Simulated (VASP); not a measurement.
Runs of VASP 6.6.1 on MoS2. The structure is that of space group P-6m2 (No. 187), or close to it. The cells are those of the table. 

| level | potentials or basis | U | cell | gap on the mesh (eV) | largest force (eV/Å) |
| --- | --- | --- | --- | --- | --- |
| PBEsol+U | VASP PAW PBE potentials, release 64 (Mo_sv, S) | Mo d U = 6.0 eV | a = 3.146, b = 3.146, c = 27.923 Å, angles 90.0, 90.0, 120.0°, 9 atoms | 1.27 | 0.47 |
| PBEsol | VASP PAW PBE potentials, release 64 (Mo_sv, S) | - | a = 3.141, b = 3.141, c = 28.014 Å, angles 90.0, 90.0, 120.0°, 9 atoms | (b) | - |
| LDA | VASP PAW LDA potentials, release 64 (Mo_sv, S) | - | a = 3.122, b = 3.122, c = 27.639 Å, angles 90.0, 90.0, 120.0°, 9 atoms | 1.01 | 0.02 |
| LDA | VASP PAW LDA potentials, release 64 (Mo_sv, S) | - | a = 3.184, b = 3.184, c = 28.387 Å, angles 90.0, 90.0, 120.0°, 9 atoms | 1.29 | 0.38 |
| r2SCAN | VASP PAW PBE potentials, release 64 (Mo_sv, S) | - | a = 3.184, b = 3.184, c = 28.387 Å, angles 90.0, 90.0, 120.0°, 9 atoms | (a) | 0.02 |

Alike in all rows: task single point; no spin polarisation; k mesh 10 × 10 × 1; cutoff (eV) 520; smearing fermi-dirac 0.05 eV.

Estimate the missing entries.

(a) 1.40; (b) 1.25.

Caveats: the PAW data sets were made with another functional, which shifts forces and pressure a little (some runs).

A k mesh can miss the band edges, and the runs leave out spin-orbit coupling on Mo.
